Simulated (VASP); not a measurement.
# Sn (I4_1/amd) in VASP: notebook

Runs on Sn. Level: PBEsol. Tasks: single point, relaxation of cell and atoms.

Program: VASP 6.6.1. These are calculated values, not measurements. Logs are shortened: lines on timing, memory, paths and dates and some standing lists are left out, and cuts for length are marked.

**1. The cell of the first run**

Symmetry: I4_1/amd, No. 141, tetragonal system. The conventional cell has a = 5.839 Å, b = 5.839 Å, c = 3.188 Å, α = 90.00°, β = 90.00°, γ = 90.00°. Sn (site symmetry -4m2) has 10 Sn at 3.03 to 3.77 Å within 4.0 Å.

**2. Single point, PBEsol**

Input file INCAR:

```
SYSTEM = Sn
PREC = Accurate ; ENCUT = 520
EDIFF = 1E-6 ; ISMEAR = 0
SIGMA = 0.1 ; LREAL = .FALSE.
LASPH = .TRUE. ; NELM = 80
ALGO = Normal ; ISIF = 2
LWAVE = .FALSE. ; LCHARG = .FALSE.
GGA = PS ; NBANDS = 21
```

Input file KPOINTS:

```
regular mesh
0
G
  6 6 6
  0 0 0
```

Input file POSCAR:

```
Sn
1.0
   -2.9196440750      2.9196440750      1.5938000000
    2.9196440750     -2.9196440750      1.5938000000
    2.9196440750      2.9196440750     -1.5938000000
Sn
2
Direct
    0.0000000000      0.0000000000      0.0000000000
    0.7500000000      0.2500000000      0.5000000000
```

Potentials or basis: VASP PAW PBE potentials, release 64 (Sn_d).

Command:

```sh
$ cat potpaw_PBE.64/Sn_d/POTCAR > POTCAR
$ mpirun -np 1 vasp_std > vasp.out
```

OUTCAR:

```text
SYSTEM = Sn
   PREC = Accurate
   ENCUT = 520
   EDIFF = 1E-6
   ISMEAR = 0
   LREAL = .FALSE.
   LASPH = .TRUE.
   NELM = 80
   ISIF = 2
   GGA = PS

 ion  position               nearest neighbor table
   1  0.000  0.000  0.000-   2 3.03   2 3.03   2 3.03   2 3.03
   2  0.750  0.250  0.500-   1 3.03   1 3.03   1 3.03   1 3.03

  LATTYP: Found a body centered tetragonal cell.
 ALAT       =     5.8392881500
 C/A-ratio  =     0.5458884573

  Lattice vectors:

 A1 = (  -2.9196440750,   2.9196440750,   1.5938000000)
 A2 = (   2.9196440750,  -2.9196440750,   1.5938000000)
 A3 = (   2.9196440750,   2.9196440750,  -1.5938000000)

Analysis of symmetry for initial positions (statically):
=====================================================================
 Subroutine PRICEL returns:
 Original cell was already a primitive cell.

 Routine SETGRP: Setting up the symmetry group for a
 body centered tetragonal supercell.

 Subroutine GETGRP returns: Found 16 space group operations
 (whereof  8 operations were pure point group operations)
 out of a pool of 16 trial point group operations.

The static configuration has the point symmetry D_2d.
 The point group associated with its full space group is D_4h.

Analysis of symmetry for dynamics (positions and initial velocities):
=====================================================================
 Subroutine PRICEL returns:
 Original cell was already a primitive cell.

 Routine SETGRP: Setting up the symmetry group for a
 body centered tetragonal supercell.

 Subroutine GETGRP returns: Found 16 space group operations
 (whereof  8 operations were pure point group operations)
 out of a pool of 16 trial point group operations.

The dynamic configuration has the point symmetry D_2d.
 The point group associated with its full space group is D_4h.

 Subroutine INISYM returns: Found 16 space group operations
 (whereof  8 operations are pure point group operations),
 and found     1 'primitive' translations

----------------------------------------------------------------------------------------

                                     Primitive cell

  volume of cell :      54.3443

  direct lattice vectors                    reciprocal lattice vectors
    -2.919644075  2.919644075  1.593800000     0.000000000  0.171253751  0.313715648
     2.919644075 -2.919644075  1.593800000     0.171253751  0.000000000  0.313715648
     2.919644075  2.919644075 -1.593800000     0.171253751  0.171253751  0.000000000

  length of vectors
     4.425928320  4.425928320  4.425928320     0.357414822  0.357414822  0.242189378

  position of ions in fractional coordinates (direct lattice)
     0.000000000  0.000000000  0.000000000
     0.750000000  0.250000000  0.500000000

  ion indices of the primitive-cell ions
   primitive index   ion index
                 1           1
                 2           2

----------------------------------------------------------------------------------------

 KPOINTS: regular mesh

Automatic generation of k-mesh.
 Grid dimensions read from file:
 generate k-points for:    6    6    6

 Generating k-lattice:

  Cartesian coordinates                     Fractional coordinates (reciprocal lattice)
     0.000000000  0.028542292  0.052285941     0.166666667 -0.000000000  0.000000000
     0.028542292  0.000000000  0.052285941    -0.000000000  0.166666667  0.000000000
     0.028542292  0.028542292  0.000000000     0.000000000  0.000000000  0.166666667

  Length of vectors
     0.059569137  0.059569137  0.040364896

  Shift w.r.t. Gamma in fractional coordinates (k-lattice)
     0.000000000  0.000000000  0.000000000

 Subroutine IBZKPT returns following result:
 ===========================================

 Found     30 irreducible k-points:

 Following reciprocal coordinates:
            Coordinates               Weight
  0.000000  0.000000  0.000000      1.000000
  0.166667  0.000000 -0.000000      8.000000
  0.333333  0.000000 -0.000000      8.000000
  0.500000  0.000000  0.000000      4.000000
  0.166667  0.166667 -0.000000      8.000000
  0.333333  0.166667  0.000000     16.000000
[... 16 lines left out ...]
 -0.333333 -0.333333  0.166667      8.000000
 -0.166667 -0.333333  0.166667      8.000000
 [... further k-points ...]
   k-points           NKPTS =     30   k-points in BZ     NKDIM =     30   number of bands    NBANDS=     21
   number of dos      NEDOS =    301   number of ions     NIONS =      2
   total plane-waves  NPLWV =  46656
   dimension x,y,z NGX =    36 NGY =   36 NGZ =   36
   dimension x,y,z NGXF=    72 NGYF=   72 NGZF=   72
   ions per type =               2
   NGX,Y,Z   is equivalent  to a cutoff of  13.52, 13.52, 13.52 a.u.
   NGXF,Y,Z  is equivalent  to a cutoff of  27.04, 27.04, 27.04 a.u.
 SYSTEM =  Sn
   PREC   = accura    normal or accurate (medium, high low for compatibility)
   ISTART =      0    job   : 0-new  1-cont  2-samecut
   ICHARG =      2    charge: 1-file 2-atom 10-const
   ISPIN  =      1    spin polarized calculation?
   LNONCOLLINEAR =      F non collinear calculations
   LSORBIT =      F    spin-orbit coupling
   LASPH  =      T    aspherical Exc in radial PAW
   ENCUT  =  520.0 eV  38.22 Ry    6.18 a.u.   8.23  8.23  8.23*2*pi/ulx,y,z
   NELM   =     80;   NELMIN=  2; NELMDL= -5     # of ELM steps
   EDIFF  = 0.1E-05   stopping-criterion for ELM
   LREAL  =      F    real-space projection
   EDIFFG = 0.1E-04   stopping-criterion for IOM
   NSW    =      0    number of steps for IOM
   IBRION =     -1    ionic relax: 0-MD 1-quasi-New 2-CG
   NFREE  =      0    steps in history (QN), initial steepest desc. (CG)
   ISIF   =      2    stress and relaxation
   ISYM   =      2    0-nonsym 1-usesym 2-fastsym
   POTIM  = 0.5000    time-step for ionic-motion
   TEBEG  =    0.0;   TEEND  =   0.0 temperature during run
   PSTRESS=    0.0 pullay stress
   NELECT =      28.0000    total number of electrons
   NUPDOWN=      -1.0000    fix difference up-down
   EMIN   =  10.00;   EMAX   =-10.00  energy-range for DOS
   EFERMI =   0.00;   METHOD = LEGACY
   ISMEAR =     0;   SIGMA  =   0.10  broadening in eV -4-tet -1-fermi 0-gaus
   EFERMI_NEDOS =   21; number of points for ismear=-14 and -15
   IALGO  =     38    algorithm
   IMIX   =      4    mixing-type and parameters
     AMIX     =   0.40;   BMIX     =  1.00
     AMIX_MAG =   1.60;   BMIX_MAG =  1.00
  volume/ion in A,a.u.               =      27.17       183.37
  Fermi-wavevector in a.u.,A,eV,Ry     =   1.312430  2.480134 23.435677  1.722474
  Thomas-Fermi vector in A             =   2.442823
   LORBIT       =      0    0 simple, 1 ext, 2 COOP (PROOUT), +10 PAW based schemes
   GGA     = PS    functional components
   LHFCALC =     F    Hartree Fock is set to
   AEXX    =    0.0000 exact exchange contribution
   IVDW    =     0    specifies the selected vdW correction
   LEPSILON=     F    determine dielectric tensor
   LRPA    =     F    only Hartree local field effects (RPA)
 non-spin polarized calculation
 Gauss-broadening in eV      SIGMA  =   0.10
  energy-cutoff  :      520.00
  volume of cell :       54.34
 maximum number of plane-waves:      1484
 NGX is ok and might be reduce to    36
   NGX = 17   NGY = 17   NGZ = 17

 number of electron      27.9999999 magnetization

 Free energy of the ion-electron system (eV)
  ---------------------------------------------------
  ext. energy  EPLUGINS =         0.00000000
  ---------------------------------------------------
  free energy    TOTEN  =        -8.50700658 eV

  energy without entropy =       -8.50113363  energy(sigma->0) =       -8.50407011

 E-fermi :   7.9458     XC(G=0): -10.4454

 val. band max:        7.9330035641   @ k =  -0.1667  -0.1667   0.1667
 cond. band min:       7.9627471252   @ k =  -0.1667   0.3333   0.1667
 fundamental gap:      0.0297435611
 Fermi energy:         7.9458077522

 k-point     1 :       0.0000    0.0000    0.0000
  band No.  band energies     occupation
      1     -13.7453      2.00000
      2     -13.6688      2.00000
      3     -13.6181      2.00000
      4     -13.6143      2.00000
      5     -13.4630      2.00000
      6     -13.4630      2.00000
[... 13 lines left out ...]
     20      17.6843      0.00000
     21      18.3259      0.00000

 k-point     2 :       0.1667    0.0000   -0.0000
  band No.  band energies     occupation
      1     -13.7284      2.00000
      2     -13.6196      2.00000
      3     -13.5990      2.00000
      4     -13.5608      2.00000
      5     -13.4945      2.00000
      6     -13.4789      2.00000
[... 13 lines left out ...]
     20      15.8800      0.00000
     21      16.2469      0.00000

 k-point     3 :       0.3333    0.0000   -0.0000
  band No.  band energies     occupation
      1     -13.6922      2.00000
      2     -13.5732      2.00000
      3     -13.5679      2.00000
      4     -13.5568      2.00000
      5     -13.5278      2.00000
      6     -13.4939      2.00000
[... 13 lines left out ...]
     20      14.4350      0.00000
     21      17.2726      0.00000

 k-point     4 :       0.5000    0.0000    0.0000
  band No.  band energies     occupation
      1     -13.6717      2.00000
      2     -13.6038      2.00000
      3     -13.5867      2.00000
      4     -13.5485      2.00000
      5     -13.5114      2.00000
      6     -13.5099      2.00000
[... 13 lines left out ...]
     20      17.4089      0.00000
     21      17.6416      0.00000

 k-point     5 :       0.1667    0.1667   -0.0000
  band No.  band energies     occupation
      1     -13.7046      2.00000
      2     -13.5759      2.00000
      3     -13.5714      2.00000
      4     -13.5256      2.00000
      5     -13.5179      2.00000
      6     -13.5073      2.00000
[... 13 lines left out ...]
     20      15.1929      0.00000
     21      15.5284      0.00000

 k-point     6 :       0.3333    0.1667    0.0000
  band No.  band energies     occupation
      1     -13.6829      2.00000
      2     -13.5997      2.00000
      3     -13.5712      2.00000
      4     -13.5381      2.00000
      5     -13.5280      2.00000
      6     -13.4956      2.00000
[... 13 lines left out ...]
     20      16.5760      0.00000
     21      17.3682      0.00000

 k-point     7 :       0.5000    0.1667    0.0000
  band No.  band energies     occupation
      1     -13.6666      2.00000
      2     -13.5966      2.00000
      3     -13.5804      2.00000
      4     -13.5393      2.00000
      5     -13.5157      2.00000
      6     -13.4878      2.00000
[... 13 lines left out ...]
     20      16.2217      0.00000
     21      16.9106      0.00000
[... 291 lines left out ...]
      1     -13.6754      2.00000
      2     -13.6754      2.00000
      3     -13.5625      2.00000
      4     -13.5625      2.00000
      5     -13.4804      2.00000
      6     -13.4804      2.00000
[... 13 lines left out ...]
     20      17.9884      0.00000
     21      18.8307      0.00000

 k-point    21 :      -0.3333    0.5000    0.1667
  band No.  band energies     occupation
      1     -13.6475      2.00000
      2     -13.6364      2.00000
      3     -13.5752      2.00000
      4     -13.5179      2.00000
      5     -13.5047      2.00000
      6     -13.4651      2.00000
[... 13 lines left out ...]
     20      18.1171      0.00000
     21      19.2647      0.00000

 k-point    22 :      -0.1667    0.5000    0.1667
  band No.  band energies     occupation
      1     -13.6535      2.00000
      2     -13.5885      2.00000
      3     -13.5578      2.00000
      4     -13.5502      2.00000
      5     -13.5026      2.00000
      6     -13.4949      2.00000
[... 13 lines left out ...]
     20      18.0917      0.00000
     21      18.1886      0.00000

 k-point    23 :      -0.3333   -0.3333    0.1667
  band No.  band energies     occupation
      1     -13.6543      2.00000
      2     -13.5851      2.00000
      3     -13.5296      2.00000
      4     -13.5220      2.00000
      5     -13.5142      2.00000
      6     -13.4918      2.00000
[... 13 lines left out ...]
     20      17.6811      0.00000
     21      18.6195      0.00000

 k-point    24 :      -0.1667   -0.3333    0.1667
  band No.  band energies     occupation
      1     -13.6805      2.00000
      2     -13.5785      2.00000
      3     -13.5674      2.00000
      4     -13.5370      2.00000
      5     -13.5280      2.00000
      6     -13.5091      2.00000
[... 13 lines left out ...]
     20      16.9711      0.00000
     21      18.7744      0.00000

 [... further k-points ...]
[... 5 lines left out ...]
  --------------------------------------------------------------------------------------
  -------------------------------------------------------------------------------------
  Total       -0.0018268     -0.0018268     -0.6770310      0.0000000      0.0000000     -0.0000000
  in kB       -0.0538584     -0.0538584    -19.9602277      0.0000000      0.0000000     -0.0000000
  external PRESSURE =      -6.6893148 kB  Pullay stress =       0.0000000 kB

 VOLUME and BASIS-vectors are now :
 -----------------------------------------------------------------------------
  energy-cutoff  :      520.00
  volume of cell :       54.34
      direct lattice vectors                 reciprocal lattice vectors
    -2.919644075  2.919644075  1.593800000     0.000000000  0.171253751  0.313715648
     2.919644075 -2.919644075  1.593800000     0.171253751  0.000000000  0.313715648
     2.919644075  2.919644075 -1.593800000     0.171253751  0.171253751  0.000000000

 POSITION                                       TOTAL-FORCE (eV/Angst)
 -----------------------------------------------------------------------------------
      0.00000      0.00000      0.00000        -0.000000     -0.000000     -0.000000
      0.00000      2.91964      0.79690         0.000000      0.000000      0.000000
 -----------------------------------------------------------------------------------
    total drift:                               -0.000000      0.000000     -0.000000

  FREE ENERGIE OF THE ION-ELECTRON SYSTEM (eV)
  ---------------------------------------------------
  free  energy   TOTEN  =        -8.5070065850 eV

  energy  without entropy=       -8.5011336317  energy(sigma->0) =       -8.50407011
```

Run time: 20 s. Hardware: 1 thread of AMD EPYC 9R45 (Zen 5), shared host; peak memory 0.17 GiB.

Results:

```yaml
Free_energy: -8.5070 eV
Pressure: -0.7 GPa
Band_gap_on_the_k_mesh: zero (band 14 reaches 8.85 eV, above the bottom of band 15 at 4.97 eV)
```

Levels at points of the mesh, in eV from the Fermi level:
```
           k point  band 11  band 12  band 13  band 14  band 15  band 16  band 17  band 18
(0.00, 0.00, 0.00)   -11.29    -3.79    -2.11    -2.11     2.82     6.08     6.08     6.64
(0.50, 0.00, 0.00)    -7.09    -5.56    -2.48    -1.85    -1.29     2.08     2.69     4.53
(0.50, 0.50, 0.00)    -9.04    -9.04     0.46     0.46     1.43     1.43     5.81     5.81
(0.50, 0.50, 0.50)    -7.70    -7.70    -4.96    -4.96     4.84     4.84     9.24     9.24
```

Caveat: the k points lie up to 0.37 Å⁻¹ apart; the PAW data sets were made with another functional, which shifts forces and pressure a little; spin-orbit coupling is left out, which moves the levels of the heavy elements.

**3. Relaxation of cell and atoms, PBEsol**

Input file INCAR:

```
  PREC = Accurate
  ENCUT = 600
  EDIFF = 1E-7
  ISMEAR = 0
  SIGMA = 0.1
  LREAL = False
  LASPH = True
  NELM = 100
  ALGO = Normal
  ISIF = 3
  LWAVE = False
  LCHARG = False
  GGA = PS
  IBRION = 2
  NSW = 100
  EDIFFG = -0.005
```

Input file KPOINTS:

```
regular mesh
0
Gamma
  16 16 16
```

POSCAR is that of step 2.

Potentials or basis: VASP PAW PBE potentials, release 64 (Sn_d).

Command:

```sh
$ cat potpaw_PBE.64/Sn_d/POTCAR > POTCAR
$ mpirun -np 1 vasp_std > vasp.out
```

Wall time 11 min (1 thread of Intel Xeon Platinum 8488C (Sapphire Rapids), shared host); peak memory 0.49 GiB.

It converged, with:

| Property | Result |
| --- | --- |
| Free energy | -8.5258 eV |
| Relaxed volume | 26.86 Å³/atom |
| Relaxed cell | a = 4.419 Å, b = 4.419 Å, c = 4.419 Å, α = 97.30°, β = 97.30°, γ = 138.22° |
| Space group after relaxing (to 0.05 Å) | I4_1/amd (No. 141) |
| Energy gained by relaxing | 1.1 meV/atom |
| Ionic steps | 5 |
| Pressure after relaxing | 0.0 GPa |
| Band gap on the k mesh | zero (band 14 reaches 9.56 eV, above the bottom of band 15 at 5.24 eV) |

Step by step:
```
step  energy change (eV)  largest force (eV/Å)  pressure (GPa)  volume (Å³)
   1              0.0000                0.0000           -0.61        54.34
   2             -0.0019                0.0000            0.22        53.53
   3             -0.0019                0.0000            0.13        53.62
   4             -0.0022                0.0000            0.03        53.70
   5             -0.0023                0.0000            0.00        53.72
```

Final structure:
```xyz
2
Lattice="-2.9195 2.9195 1.5757 2.9195 -2.9195 1.5757 2.9195 2.9195 -1.5757" Properties=species:S:1:pos:R:3 pbc="T T T"
Sn    0.0000    0.0000    0.0000
Sn    0.0000    2.9195    0.7879
```

Levels at points of the mesh, in eV from the Fermi level:
```
           k point  band 12  band 13  band 14  band 15  band 16  band 17
(0.00, 0.00, 0.00)    -3.73    -2.05    -2.05     2.90     6.18     6.18
(0.50, 0.00, 0.00)    -5.42    -2.34    -1.77    -1.13     2.23     2.85
(0.50, 0.50, 0.00)    -8.99     0.54     0.54     1.50     1.50     6.19
(0.50, 0.50, 0.50)    -7.64    -4.89    -4.89     5.23     5.23     9.34
```

Caveat: the PAW data sets were made with another functional, which shifts forces and pressure a little; spin-orbit coupling is left out, which moves the levels of the heavy elements.

**4. Single point, PBEsol**

This run uses another cell than the first one, of 23.39 Å³/atom, 0.861 times its volume.

Input file INCAR:

```
SYSTEM = Sn
PREC = Accurate
ENCUT = 520
EDIFF = 1E-6
ISMEAR = 0
SIGMA = 0.1
LREAL = .FALSE.
LASPH = .TRUE.
NELM = 60
ALGO = Fast
ISIF = 2
LWAVE = .FALSE.
LCHARG = .TRUE.
GGA = PS
LELF = .TRUE.
LVHAR = .TRUE.
NBANDS = 21
```

Input file KPOINTS:

```
regular mesh
0
G
  8 8 8
  0 0 0
```

Input file POSCAR:

```
Sn
1.0
   -2.7653751321      2.7653751321      1.5295651222
    2.7653751321     -2.7653751321      1.5295651222
    2.7653751321      2.7653751321     -1.5295651222
Sn
2
Direct
    0.0000000000      0.0000000000      0.0000000000
    0.7500000000      0.2500000000      0.5000000000
```

Command:

```sh
$ cat potpaw_PBE.64/Sn_d/POTCAR > POTCAR
$ mpirun -np 1 vasp_std > vasp.out
```

Run time: 21 s. Hardware: 1 thread of Intel Xeon 6975P-C (Granite Rapids), shared host; peak memory 0.2 GiB.

Results (log left out):

* Free energy: -8.3003 eV
* Pressure: 11.0 GPa
* Band gap on the k mesh: zero (band 14 reaches 11.77 eV, above the bottom of band 15 at 7.29 eV)

Stress tensor (GPa, compression positive):
```
10.88  0.00  0.00
 0.00 10.88  0.00
 0.00  0.00 11.10
```

Levels at points of the mesh, in eV from the Fermi level:
```tsv
k point	band 12	band 13	band 14	band 15	band 16	band 17
(0.00, 0.00, 0.00)	-2.97	-2.31	-2.31	2.81	7.16	7.16
(0.50, 0.00, 0.00)	-6.03	-2.12	-1.98	-1.48	2.09	3.26
(0.50, 0.50, 0.00)	-9.72	0.70	0.70	2.03	2.03	6.39
(0.50, 0.50, 0.50)	-7.87	-5.69	-5.69	5.26	5.26	11.19
```

Caveat: the PAW data sets were made with another functional, which shifts forces and pressure a little; spin-orbit coupling is left out, which moves the levels of the heavy elements.

(Continued in part 2 of 2.)
